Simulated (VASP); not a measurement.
Input of a VASP 6.6.1 run:

Contents of INCAR:

```
  ALGO = Normal
  EDIFF = 1E-6
  ENCUT = 500
  GGA = PE
  GGA_COMPAT = F
  ISIF = 2
  ISMEAR = 0
  LASPH = T
  LCHARG = F
  LREAL = F
  LWAVE = F
  NBANDS = 50
  NELM = 120
  PREC = Accurate
  SIGMA = 0.2
```

File KPOINTS:

```
k-points
0
Gamma
  6 4 4
```

File POSCAR:

```
SnPb3S4
1.0
    0.0000000000      0.0000000000      4.2227604187
    4.2222416596     -5.9714614823      0.0000000000
    4.2222416596      5.9714614823      0.0000000000
Sn Pb S
1 3 4
Direct
    0.5000000000      0.5000000000      0.5000000000
    0.0000000000      0.0000000000      0.5000000000
    0.0000000000      0.5000000000      0.0000000000
    0.5000000000      0.0000000000      0.0000000000
    0.0000000000      0.2553445210      0.2553445210
    0.0000000000      0.7446554790      0.7446554790
    0.5000000000      0.2527165305      0.7472834695
    0.5000000000      0.7472834695      0.2527165305
```

Potentials or basis: VASP PAW PBE potentials, release 64 (Sn_d, Pb_d, S).

The run is started by

```console
$ cat potpaw_PBE.64/Sn_d/POTCAR potpaw_PBE.64/Pb_d/POTCAR potpaw_PBE.64/S/POTCAR > POTCAR
$ mpirun -np 1 vasp_std > vasp.out
```

Problem. Estimate the pressure.

Solution. -0.1 GPa.

Problem. What does it give for the band gap on the k mesh?

Solution. 0.05 eV.

Problem. Estimate the largest force.

Solution. 0.003 eV/Å.

Forces on the atoms (eV/Å):
```
Sn   0.000  0.000  0.000
Pb   0.000  0.000  0.000
Pb   0.000  0.000  0.000
Pb   0.000  0.000  0.000
S    0.002  0.000  0.000
S   -0.002  0.000  0.000
S    0.000 -0.003  0.000
S    0.000  0.003  0.000
```

Caveat: the smearing spreads over this small gap; spin-orbit coupling is left out, which moves the levels of the heavy elements. A k mesh can miss the band edges.
